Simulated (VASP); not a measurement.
Runs of VASP 6.6.1 on Cu. The structure is that of space group P6_3/mmc (No. 194), or close to it. The cells are those of the table. This isn't the form of Cu at room conditions, which is fcc.

| potentials or basis | cell | cutoff (eV) | gap on the mesh (eV) | pressure (GPa) |
| --- | --- | --- | --- | --- |
| VASP PAW PBE potentials, release 64 (Cu) | a = 2.486, b = 2.486, c = 4.400 Å, angles 90.0, 90.0, 120.0°, 2 atoms | 520 | none | (c) |
| VASP PAW PBE potentials, release 64 (Cu) | a = 2.623, b = 2.623, c = 3.953 Å, angles 90.0, 90.0, 120.0°, 2 atoms | 520 | none | -4.4 |
| VASP PAW PBE potentials, release 64 (Cu) | a = 2.520, b = 2.520, c = 4.284 Å, angles 90.0, 90.0, 120.0°, 2 atoms | 520 | none | (d) |
| VASP PAW PBE potentials, release 64 (Cu) | a = 2.453, b = 2.453, c = 4.519 Å, angles 90.0, 90.0, 120.0°, 2 atoms | 520 | none | -3.0 |
| VASP PAW PBE potentials, release 64 (Cu) | a = 2.588, b = 2.588, c = 4.060 Å, angles 90.0, 90.0, 120.0°, 2 atoms | 520 | none | -4.9 |
| VASP PAW PBE potentials, release 64 (Cu) | a = 2.658, b = 2.658, c = 3.848 Å, angles 90.0, 90.0, 120.0°, 2 atoms | 520 | none | (a) |
| VASP PAW PBE potentials, release 64 (Cu_sv_GW) | a = 2.487, b = 2.487, c = 4.228 Å, angles 90.0, 90.0, 120.0°, 2 atoms | 820 | none | -1.4 |
| VASP PAW PBE potentials, release 64 (Cu) | a = 2.454, b = 2.454, c = 4.343 Å, angles 90.0, 90.0, 120.0°, 2 atoms | 520 | none | 1.8 |
| VASP PAW PBE potentials, release 64 (Cu) | a = 2.421, b = 2.421, c = 4.461 Å, angles 90.0, 90.0, 120.0°, 2 atoms | 520 | none | 3.5 |
| VASP PAW PBE potentials, release 64 (Cu) | a = 2.589, b = 2.589, c = 3.901 Å, angles 90.0, 90.0, 120.0°, 2 atoms | 520 | none | 1.9 |
| VASP PAW PBE potentials, release 64 (Cu_sv_GW) | a = 2.451, b = 2.451, c = 4.003 Å, angles 90.0, 90.0, 120.0°, 2 atoms | 820 | none | 15.6 |
| VASP PAW PBE potentials, release 64 (Cu) | a = 2.624, b = 2.624, c = 3.798 Å, angles 90.0, 90.0, 120.0°, 2 atoms | 520 | none | (b) |

Alike in all rows: task single point; level PBEsol; no spin polarisation; k mesh 24 × 24 × 12; smearing gaussian 0.15 eV.

Task: Fill in the values left out.

Result: (a) -2.7; (b) 3.3; (c) -4.0; (d) -5.0.

Caveats: the PAW data sets were made with another functional, which shifts forces and pressure a little; the stress differs along the axes, from -13 to 0 GPa (at least some runs); the stress differs along the axes, from -9 to 4 GPa (at least some runs); the stress differs along the axes, from -9 to -3 GPa (at least some runs); the stress differs along the axes, from -16 to 4 GPa (at least some runs); the stress differs along the axes, from -7 to 0 GPa (at least some runs); the stress differs along the axes, from -9 to 9 GPa (at least some runs).

A gap of «none» marks levels without a gap at the run's occupations.

The runs don't all hold the same shells in valence.
